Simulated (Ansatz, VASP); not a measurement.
**Two plane-wave programs on SnSe2**

Contents of INCAR:

```
SYSTEM = SnSe2
PREC     = Accurate       ! precision mode
ENCUT    = 500            ! plane-wave cutoff, eV
EDIFF    = 1E-6           ! SCF threshold, eV
ISMEAR   = 0              ! smearing method
SIGMA    = 0.03           ! smearing width, eV
LREAL    = .False.        ! projectors in reciprocal space
LASPH    = .True.         ! aspherical terms in the spheres
NELM     = 120            ! most SCF steps
ALGO     = Normal         ! electronic algorithm
ISIF     = 2              ! what is computed and relaxed
LWAVE    = .False.        ! write WAVECAR
LCHARG   = .False.        ! write CHGCAR
GGA      = PE             ! functional
IVDW     = 12             ! dispersion correction
NBANDS   = 20             ! bands
GGA_COMPAT= .False.
```

The input KPOINTS:

```
regular mesh
0
Gamma
  12 12 6
  0 0 0
```

File POSCAR:

```
SnSe2
1.0
    3.9984744362      0.0000000000      0.0000000000
   -1.9992372181      3.4627804381      0.0000000000
    0.0000000000      0.0000000000      5.5430851109
Sn Se
1 2
Direct
    0.0000000000      0.0000000000      0.0000000000
    0.3333333333      0.6666666667      0.2651331237
    0.6666666667      0.3333333333      0.7348668763
```

Input for Ansatz:

```yaml
crystal:
  lattice:
    - [3.9984744362, 0.0, 0.0]
    - [-1.9992372181, 3.4627804381, 0.0]
    - [0.0, 0.0, 5.5430851109]
  atoms:
    - { symbol: Sn, position: [0.0, 0.0, 0.0] }
    - { symbol: Se, position: [0.3333333333, 0.6666666667, 0.2651331237] }
    - { symbol: Se, position: [0.6666666667, 0.3333333333, 0.7348668763] }
basis:
  ecutwfc: 420
kpoints:
  mp_grid: { grid: [12, 12, 6] }
hamiltonian:
  xc: pbe
  dispersion: d3bj
scf:
  occupations: { method: gaussian, width: 0.03 }
output:
  forces: true
  stress: true
  eigenvalues: true
```

Alike in both runs: task single point; functional PBE; dispersion D3(BJ); k mesh 12 × 12 × 6; occupations gaussian, width 0.03 eV; no spin polarisation.

|  | VASP | Ansatz |
| --- | --- | --- |
| version | VASP 6.6.1 | Ansatz 0.2.0 |
| potentials or method | VASP PAW PBE potentials, release 64 (Sn_d, Se), cutoff 500 eV | scalar-relativistic, plane waves, PAW |
| valence electrons in the cell | 26 | 46 |

```tsv
	VASP	Ansatz	Ansatz less VASP
gap on the k mesh at the Fermi level (eV)	none	none	-
pressure (GPa)	0.0	0.0	-0.06
traceless stress, the component that is largest in VASP (GPa)	3.37	3.39	+0.019
rms of the force components (eV/Å)	0.268	0.263	-0.0056
```

Atom by atom the forces differ by 0.006 eV/Å (rms over components). A gap of «none» marks a metal or a gap that the smearing closes. VASP's potentials hold 26 valence electrons a cell and Ansatz's 46, so a difference there can come from the potentials and not from the codes.
